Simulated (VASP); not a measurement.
A run of VASP 6.6.1:

The input INCAR:

```
SYSTEM = CuSbSe4
PREC = Accurate ; ENCUT = 520
EDIFF = 1E-6 ; ISMEAR = 0
SIGMA = 0.15 ; LREAL = .FALSE.
LASPH = .TRUE. ; NELM = 150
ALGO = Normal ; ISIF = 2
LWAVE = .FALSE. ; LCHARG = .TRUE.
ISPIN = 2 ; MAGMOM = 1 0 0 0 0 0
LORBIT = 11 ; LMAXMIX = 4
GGA = PE ; LELF = .TRUE.
LVHAR = .TRUE. ; NBANDS = 33
```

Contents of KPOINTS:

```
Automatic mesh
0
G
  4 4 1
  0 0 0
```

File POSCAR:

```
CuSbSe4
1.0
    3.8741368466      0.0000000032      0.0000000000
   -1.9370684261      3.3551009253      0.0000000000
    0.0000000000      0.0000000000     10.5988060523
Cu Sb Se
1 1 4
Direct
    0.6666666667      0.3333333333      0.5000000000
    0.6666666667      0.3333333333      0.0000000000
    0.3333333333      0.6666666667      0.6188438386
    0.0000000000      0.0000000000      0.8245229321
    0.0000000000      0.0000000000      0.1754770679
    0.3333333333      0.6666666667      0.3811561614
```

Potentials or basis: VASP PAW PBE potentials, release 64 (Cu, Sb, Se).

Command:

```bash
$ cat potpaw_PBE.64/Cu/POTCAR potpaw_PBE.64/Sb/POTCAR potpaw_PBE.64/Se/POTCAR > POTCAR
$ mpirun -np 1 vasp_std > vasp.out
```

Hardware: 1 thread of Intel(R) Xeon(R) 6975P-C (Granite Rapids), on a shared host.

Estimate the wall time of this run.

Wall time 44 s on 1 thread of Intel(R) Xeon(R) 6975P-C (Granite Rapids) (shared host), peak memory 0.3 GiB. Counts: scf iterations 17, k points 4.
